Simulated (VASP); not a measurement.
ZnSe:

```xyz
2
Lattice="0.0000 2.8338 2.8338 2.8338 0.0000 2.8338 2.8338 2.8338 0.0000" Properties=species:S:1:pos:R:3 pbc="T T T"
Zn    0.0000    0.0000    0.0000
Se    4.2507    4.2507    4.2507
```

| Quantity | Value |
| --- | --- |
| Program | VASP 6.6.1 |
| Task | relaxation of cell and atoms |
| Functional | LDA |
| Potentials or basis | VASP PAW LDA potentials, release 64 (Zn, Se) |
| Cutoff | 600 eV |
| k mesh | 14 × 14 × 14 |
| Occupations | fermi-dirac, width 0.1 eV |
| Spin | no spin polarisation |

At the start: pressure -3.1 GPa; volume 22.76 Å³/atom.

Problem. Where does the relaxation end?

Solution. Over 5 steps the energy falls by 11.0 meV/atom and the volume is 21.68 Å³/atom (-4.7 %); space group F-43m (No. 216, to 0.1 Å) before and after.

The path:
```
step  energy change (eV)  largest force (eV/Å)  pressure (GPa)  volume (Å³)
   1              0.0000                0.0000           -3.13        45.51
   2             -0.0194                0.0000            1.19        42.65
   3             -0.0220                0.0000           -0.17        43.35
   4             -0.0220                0.0000            0.12        43.26
   5             -0.0220                0.0000            0.01        43.36
```

Final structure:
```yaml
crystal:
  lattice:
    - [0.00000, 2.78829, 2.78829]
    - [2.78829, 0.00000, 2.78829]
    - [2.78829, 2.78829, 0.00000]
  atoms:
    - { symbol: Zn, position: [0.00000, 0.00000, 0.00000] }
    - { symbol: Se, position: [0.75000, 0.75000, 0.75000] }
```
